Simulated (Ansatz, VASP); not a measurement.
# Se in VASP and in Ansatz

```
Se
1.0
     4.06639    0.00000    0.00000
    -2.03319    3.52160    0.00000
     0.00000    0.00000    5.12810
Se
3
Direct
  0.24744 0.00000 0.16667
  0.00000 0.24744 0.83333
  0.75256 0.75256 0.50000
```

Alike in both runs: functional PBE; dispersion D3(BJ); k mesh 12 × 12 × 8; occupations gaussian, width 0.02 eV; no spin polarisation.

Ansatz relaxed the structure, and its values are those at the end. VASP's run is a single point on that final structure, the one shown.

|  | VASP | Ansatz |
| --- | --- | --- |
| version | VASP 6.6.1 | Ansatz 0.2.0 |
| potentials or method | VASP PAW PBE potentials, release 64 (Se), cutoff 520 eV | scalar-relativistic, plane waves, PAW |
| valence electrons in the cell | 18 | 48 |

Ansatz gave:

| Item | Value |
| --- | --- |
| gap on the k mesh at the Fermi level (eV) | 0.52 |
| least direct gap on the mesh (eV) | 0.53 |
| pressure (GPa) | 0.0 |
| rms of the force components (eV/Å) | 0.001 |

Task: Estimate VASP's values.

Result: gap on the k mesh at the Fermi level (eV): 0.51; least direct gap on the mesh (eV): 0.53; pressure (GPa): 0.1; rms of the force components (eV/Å): 0.011.

VASP's potentials hold 18 valence electrons a cell and Ansatz's 48, so a difference there can come from the potentials and not from the codes.
